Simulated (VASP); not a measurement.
Write the native input for VASP 6.6.1 that does the following.

```yaml
Task: single point
Functional: PBE
Potentials_or_basis: VASP PAW PBE potentials, release 64 (Al, Si, N)
Cutoff: 600 eV
k_mesh: 6 × 6 × 6
Occupations: gaussian, width 0.1 eV
Spin: collinear spin, ferromagnetic start
Starting_moments: "[0.0, 0.0, 1.0] μB"
Dipole_correction: no
Further_INCAR_settings: ALGO = Normal; EDIFF = 1e-06; NBANDS = 17
```

The structure of AlSiN lies in POSCAR:

```
AlSiN
1.0
    3.3424458200      0.0000000000      0.0000000000
    0.0000000000      3.3654363400      0.0000000000
    0.0000000000      0.0000000000      3.3912082600
Al Si N
1 1 1
Direct
    0.0000000000      0.0000000000      0.0000000000
    0.5000000000      0.5000000000      0.5000000000
    0.5000000000      0.5000000000      0.0000000000
```

The cell was generated, and may not be a known phase.

One way to write it, as run:

INCAR

```
  PREC = Accurate
  ENCUT = 600
  EDIFF = 1E-6
  ISMEAR = 0
  SIGMA = 0.1
  LREAL = F
  LASPH = T
  NELM = 200
  ALGO = Normal
  ISIF = 2
  LWAVE = F
  LCHARG = T
  ISPIN = 2
  MAGMOM = 0 0 1
  LORBIT = 11
  GGA = PE
  LELF = T
  LVHAR = T
  NBANDS = 17
  GGA_COMPAT = F
```

KPOINTS

```
regular mesh
0
Gamma
  6 6 6
```

Potentials or basis: VASP PAW PBE potentials, release 64 (Al, Si, N).

Run with:

```bash
$ cat potpaw_PBE.64/Al/POTCAR potpaw_PBE.64/Si/POTCAR potpaw_PBE.64/N/POTCAR > POTCAR
$ mpirun -np 1 vasp_std > vasp.out
```

Results of the run:

- Pressure: 4.8 GPa
- Band gap on the k mesh: zero (filled and empty bands overlap)
- Net moment: 0.00 μB per cell
- Valence electrons inside the program's atomic spheres: Al 0.67; Si 1.57; N 3.84

Caveat: the stress differs along the axes, from -7 to 29 GPa.

It took 44 s on 1 thread of Intel(R) Xeon(R) Platinum 8559C (Emerald Rapids), with other jobs on the host, peak memory 0.22 GiB.
